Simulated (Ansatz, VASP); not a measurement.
**One calculation of CaF2, two programs**

```xyz
3
Lattice="0.0000 2.7196 2.7196 2.7196 0.0000 2.7196 2.7196 2.7196 0.0000" Properties=species:S:1:pos:R:3 pbc="T T T"
Ca    0.0000    0.0000    0.0000
F     1.3598    1.3598    1.3598
F     4.0794    4.0794    4.0794
```

Alike in both runs: task single point; functional LDA; k mesh 6 × 6 × 6; no spin polarisation.

|  | VASP | Ansatz |
| --- | --- | --- |
| version | VASP 6.6.1 | Ansatz 0.2.0 |
| potentials or method | VASP PAW LDA potentials, release 64 (Ca_sv, F) | plane waves, PAW |
| plane-wave cutoff (eV) | 600 | 420 |
| occupations | gaussian, width 0.01 eV | fixed |
| valence electrons in the cell | 24 | 24 |

```csv
,VASP,Ansatz,Ansatz less VASP
gap on the k mesh at the Fermi level (eV),6.98,7.00,+0.020
```

LDA's correlation is that of Perdew and Zunger in VASP and of Perdew and Wang (1992) in Ansatz.
